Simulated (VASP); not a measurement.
# SiC (R3m) in VASP: single point with PBEsol

Aim: the single point of SiC with PBEsol.

Everything below comes from runs of VASP 6.6.1. Logs are shortened: lines on timing, memory, paths and dates and some standing lists are left out, and cuts for length are marked.

**1. The cell of the first run**

Symmetry: R3m, No. 160, trigonal system. The conventional cell has a = 3.084 Å, b = 3.084 Å, c = 7.471 Å, α = 90.00°, β = 90.00°, γ = 120.00°. Si (site symmetry 3m) has 4 C at 1.87 to 1.88 Å within 2.5 Å. Within 2.5 Å of C (site symmetry 3m) lie 4 Si at 1.87 to 1.88 Å.

**2. Single point, PBEsol**

INCAR

```
PREC     = Accurate       # precision mode
ENCUT    = 600            # plane-wave cutoff, eV
EDIFF    = 1E-6           # SCF threshold, eV
ISMEAR   = 0              # smearing method
SIGMA    = 0.01           # smearing width, eV
LREAL    = False          # projectors in reciprocal space
LASPH    = True           # aspherical terms in the spheres
NELM     = 120            # most SCF steps
ALGO     = Normal         # electronic algorithm
ISIF     = 2              # what is computed and relaxed
LWAVE    = False          # write WAVECAR
LCHARG   = False          # write CHGCAR
GGA      = PS             # functional
NBANDS   = 11             # bands
GGA_COMPAT= False
```

KPOINTS

```
Automatic mesh
0
Gamma
  9 9 9
```

POSCAR

```
SiC
1.0
   -0.0160092092      2.1646504853      2.1646504853
    2.1646504853     -0.0160092092      2.1646504853
    2.1646504853      2.1646504853     -0.0160092092
Si C
1 1
Direct
   -0.0004004708     -0.0004004708     -0.0004004708
    0.2504004708      0.2504004708      0.2504004708
```

Potentials or basis: VASP PAW PBE potentials, release 64 (Si, C).

Launch:

```bash
$ cat potpaw_PBE.64/Si/POTCAR potpaw_PBE.64/C/POTCAR > POTCAR
$ mpirun -np 1 vasp_std > vasp.out
```

OUTCAR:

```text
PREC = Accurate
   ENCUT = 600
   EDIFF = 1E-6
   ISMEAR = 0
   LREAL = False
   LASPH = True
   NELM = 120
   ISIF = 2
   GGA = PS

 ion  position               nearest neighbor table
   1  1.000  1.000  1.000-   2 1.87   2 1.88   2 1.88   2 1.88
   2  0.250  0.250  0.250-   1 1.87   1 1.88   1 1.88   1 1.88

  LATTYP: Found a trigonal (rhomboedric) cell.
 ALAT       =     3.0613199346
 COS(alpha) =     0.4925907805

  Lattice vectors:

 A1 = (  -0.0160092092,   2.1646504853,   2.1646504853)
 A2 = (   2.1646504853,  -0.0160092092,   2.1646504853)
 A3 = (   2.1646504853,   2.1646504853,  -0.0160092092)

Analysis of symmetry for initial positions (statically):
=====================================================================
 Subroutine PRICEL returns:
 Original cell was already a primitive cell.

 Routine SETGRP: Setting up the symmetry group for a
 trigonal (rhombohedral) supercell.

 Subroutine GETGRP returns: Found  6 space group operations
 (whereof  6 operations were pure point group operations)
 out of a pool of 12 trial point group operations.

The static configuration has the point symmetry C_3v.

Analysis of symmetry for dynamics (positions and initial velocities):
=====================================================================
 Subroutine PRICEL returns:
 Original cell was already a primitive cell.

 Routine SETGRP: Setting up the symmetry group for a
 trigonal (rhombohedral) supercell.

 Subroutine GETGRP returns: Found  6 space group operations
 (whereof  6 operations were pure point group operations)
 out of a pool of 12 trial point group operations.

The dynamic configuration has the point symmetry C_3v.

 Subroutine INISYM returns: Found  6 space group operations
 (whereof  6 operations are pure point group operations),
 and found     1 'primitive' translations

----------------------------------------------------------------------------------------

                                     Primitive cell

  volume of cell :      20.5109

  direct lattice vectors                    reciprocal lattice vectors
    -0.016009209  2.164650485  2.164650485    -0.228437386  0.230139439  0.230139439
     2.164650485 -0.016009209  2.164650485     0.230139439 -0.228437386  0.230139439
     2.164650485  2.164650485 -0.016009209     0.230139439  0.230139439 -0.228437386

  length of vectors
     3.061319935  3.061319935  3.061319935     0.397632949  0.397632949  0.397632949

[... 87 lines left out ...]
   ISYM   =      2    0-nonsym 1-usesym 2-fastsym
   POTIM  = 0.5000    time-step for ionic-motion
   TEBEG  =    0.0;   TEEND  =   0.0 temperature during run
   PSTRESS=    0.0 pullay stress
   NELECT =       8.0000    total number of electrons
   NUPDOWN=      -1.0000    fix difference up-down
   EMIN   =  10.00;   EMAX   =-10.00  energy-range for DOS
   EFERMI =   0.00;   METHOD = LEGACY
   ISMEAR =     0;   SIGMA  =   0.01  broadening in eV -4-tet -1-fermi 0-gaus
   EFERMI_NEDOS =   21; number of points for ismear=-14 and -15
   IALGO  =     38    algorithm
   IMIX   =      4    mixing-type and parameters
     AMIX     =   0.40;   BMIX     =  1.00
     AMIX_MAG =   1.60;   BMIX_MAG =  1.00
  volume/ion in A,a.u.               =      10.26        69.21
  Fermi-wavevector in a.u.,A,eV,Ry     =   1.196125  2.260349 19.466064  1.430715
  Thomas-Fermi vector in A             =   2.332073
   LORBIT       =      0    0 simple, 1 ext, 2 COOP (PROOUT), +10 PAW based schemes
   GGA     = PS    functional components
   LHFCALC =     F    Hartree Fock is set to
   AEXX    =    0.0000 exact exchange contribution
   IVDW    =     0    specifies the selected vdW correction
   LEPSILON=     F    determine dielectric tensor
   LRPA    =     F    only Hartree local field effects (RPA)
 non-spin polarized calculation
 Gauss-broadening in eV      SIGMA  =   0.01
  energy-cutoff  :      600.00
  volume of cell :       20.51
 maximum number of plane-waves:       697
   NGX = 13   NGY = 13   NGZ = 13

 number of electron       8.0000001 magnetization

 Free energy of the ion-electron system (eV)
  ---------------------------------------------------
  ext. energy  EPLUGINS =         0.00000000
  ---------------------------------------------------
  free energy    TOTEN  =       -15.91189182 eV

  energy without entropy =      -15.91189182  energy(sigma->0) =      -15.91189182

 E-fermi :   8.3087     XC(G=0): -11.5427

 val. band max:        8.2312627345   @ k =   0.0000   0.0000   0.0000
 cond. band min:       9.5255809580   @ k =   0.4444   0.4444   0.0000
 fundamental gap:      1.2943182235
 Fermi energy:         8.3086539875

 k-point     1 :       0.0000    0.0000    0.0000
  band No.  band energies     occupation
      1      -7.3383      2.00000
      2       8.1179      2.00000
      3       8.1179      2.00000
      4       8.2313      2.00000
      5      14.4105      0.00000
      6      15.3803      0.00000
      7      15.3803      0.00000
      8      15.6531      0.00000
      9      22.6642      0.00000
     10      22.6642      0.00000
     11      24.5535      0.00000
[... 309 lines left out ...]
 k-point    24 :       0.4444    0.4444    0.0000
  band No.  band energies     occupation
      1      -2.7104      2.00000
      2       0.8367      2.00000
      3       4.9286      2.00000
      4       5.0628      2.00000
      5       9.5256      0.00000
      6      12.4865      0.00000
      7      21.9201      0.00000
      8      21.9493      0.00000
      9      22.7501      0.00000
     10      27.8374      0.00000
     11      30.5975      0.00000

 [... further k-points ...]

------------------------ aborting loop because EDIFF is reached ----------------------------------------

  FORCE on cell =-STRESS in cart. coord.  units (eV):
  Direction    XX          YY          ZZ          XY          YZ          ZX
  --------------------------------------------------------------------------------------
  -------------------------------------------------------------------------------------
  Total        0.2608151      0.2608151      0.2608151      0.2332715      0.2332715      0.2332715
  in kB       20.3731754     20.3731754     20.3731754     18.2216478     18.2216478     18.2216478
  external PRESSURE =      20.3731754 kB  Pullay stress =       0.0000000 kB

 VOLUME and BASIS-vectors are now :
 -----------------------------------------------------------------------------
  energy-cutoff  :      600.00
  volume of cell :       20.51
      direct lattice vectors                 reciprocal lattice vectors
    -0.016009209  2.164650485  2.164650485    -0.228437386  0.230139439  0.230139439
     2.164650485 -0.016009209  2.164650485     0.230139439 -0.228437386  0.230139439
     2.164650485  2.164650485 -0.016009209     0.230139439  0.230139439 -0.228437386

 POSITION                                       TOTAL-FORCE (eV/Angst)
 -----------------------------------------------------------------------------------
      4.31156      4.31156      4.31156        -0.000623     -0.000623     -0.000623
      1.08005      1.08005      1.08005         0.000623      0.000623      0.000623
 -----------------------------------------------------------------------------------
    total drift:                                0.000019      0.000019      0.000019

  FREE ENERGIE OF THE ION-ELECTRON SYSTEM (eV)
  ---------------------------------------------------
  free  energy   TOTEN  =       -15.9118918212 eV

  energy  without entropy=      -15.9118918212  energy(sigma->0) =      -15.91189182
```

OSZICAR:

```text
N       E                     dE             d eps       ncg     rms          rms(c)
DAV:   1     0.400305124670E+01    0.40031E+01   -0.43602E+03  1942   0.698E+02
DAV:   2    -0.170841682253E+02   -0.21087E+02   -0.20053E+02  2302   0.115E+02
DAV:   3    -0.177316878588E+02   -0.64752E+00   -0.64623E+00  2272   0.168E+01
DAV:   4    -0.177341994145E+02   -0.25116E-02   -0.25114E-02  2136   0.132E+00
DAV:   5    -0.177342104019E+02   -0.10987E-04   -0.10987E-04  2280   0.818E-02    0.883E+00
DAV:   6    -0.159943129878E+02    0.17399E+01   -0.60567E+00  2092   0.110E+01    0.397E+00
DAV:   7    -0.159265846719E+02    0.67728E-01   -0.38350E-01  2248   0.349E+00    0.177E+00
DAV:   8    -0.159120617401E+02    0.14523E-01   -0.21115E-02  2140   0.929E-01    0.164E-01
DAV:   9    -0.159118472721E+02    0.21447E-03   -0.16906E-03  2311   0.220E-01    0.110E-01
DAV:  10    -0.159118914136E+02   -0.44142E-04   -0.12117E-04  2110   0.699E-02    0.250E-02
DAV:  11    -0.159118915859E+02   -0.17231E-06   -0.11869E-05  2274   0.190E-02    0.550E-03
DAV:  12    -0.159118918212E+02   -0.23531E-06   -0.67881E-07  1238   0.510E-03
   1 F= -.15911892E+02 E0= -.15911892E+02  d E =-.753421E-31
```

Run time: 27 s. Hardware: 1 thread of Intel Xeon 8259CL, shared host; peak memory 0.14 GiB.

What came out:

* Free energy: -15.9119 eV
* Pressure: 2.0 GPa
* Band gap on the k mesh: 1.29 eV (least direct gap 4.46 eV)

Stress tensor (GPa, compression positive):
```
2.04 1.82 1.82
1.82 2.04 1.82
1.82 1.82 2.04
```

Caveat: the PAW data sets were made with another functional, which shifts forces and pressure a little.
